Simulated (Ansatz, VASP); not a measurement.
P in VASP and in Ansatz

Contents of INCAR:

```
ALGO = Normal ; EDIFF = 1E-7
ENCUT = 520 ; ISIF = 2
ISMEAR = 0 ; LASPH = True
LCHARG = True ; LELF = True
LREAL = False ; LVHAR = True
LWAVE = False ; NBANDS = 12
NELM = 80 ; PREC = Accurate
SIGMA = 0.15
```

Contents of KPOINTS:

```
k-points
0
Gamma
  18 18 18
```

The input POSCAR:

```
P
1.0
    1.7493681869      1.0099981936      3.0456553624
   -1.7493681869      1.0099981936      3.0456553624
    0.0000000000     -2.0199963872      3.0456553624
P
2
Direct
    0.2270802500      0.2270802500      0.2270802500
    0.7729197500      0.7729197500      0.7729197500
```

Input for Ansatz:

```yaml
crystal:
  lattice:
    - [1.7493681869, 1.0099981936, 3.0456553624]
    - [-1.7493681869, 1.0099981936, 3.0456553624]
    - [0.0, -2.0199963872, 3.0456553624]
  atoms:
    - { symbol: P, position: [0.22708025, 0.22708025, 0.22708025] }
    - { symbol: P, position: [0.77291975, 0.77291975, 0.77291975] }
basis:
  ecutwfc: 420
kpoints:
  mp_grid: { grid: [18, 18, 18] }
hamiltonian:
  xc: lda
scf:
  occupations: { method: gaussian, width: 0.15 }
output:
  forces: true
  stress: true
  eigenvalues: true
```

Alike in both runs: task single point; functional LDA; k mesh 18 × 18 × 18; occupations gaussian, width 0.15 eV; no spin polarisation.

|  | VASP | Ansatz |
| --- | --- | --- |
| version | VASP 6.6.1 | Ansatz 0.2.0 |
| potentials or method | VASP PAW LDA potentials, release 64 (P), cutoff 520 eV | scalar-relativistic, plane waves, PAW |
| valence electrons in the cell | 10 | 10 |

VASP gave:

```
gap on the k mesh at the Fermi level (eV)                     : none
pressure (GPa)                                                : -4.1
traceless stress, the component that is largest in VASP (GPa) : 1.63
rms of the force components (eV/Å)                            : 0.182
```

Question: Estimate Ansatz's values.

Answer: gap on the k mesh at the Fermi level (eV): none; pressure (GPa): -3.9; traceless stress, the component that is largest in VASP (GPa): 1.50; rms of the force components (eV/Å): 0.201.

LDA's correlation is that of Perdew and Zunger in VASP and of Perdew and Wang (1992) in Ansatz. Atom by atom the forces differ by 0.019 eV/Å (rms over components). A gap of «none» marks a metal or a gap that the smearing closes.
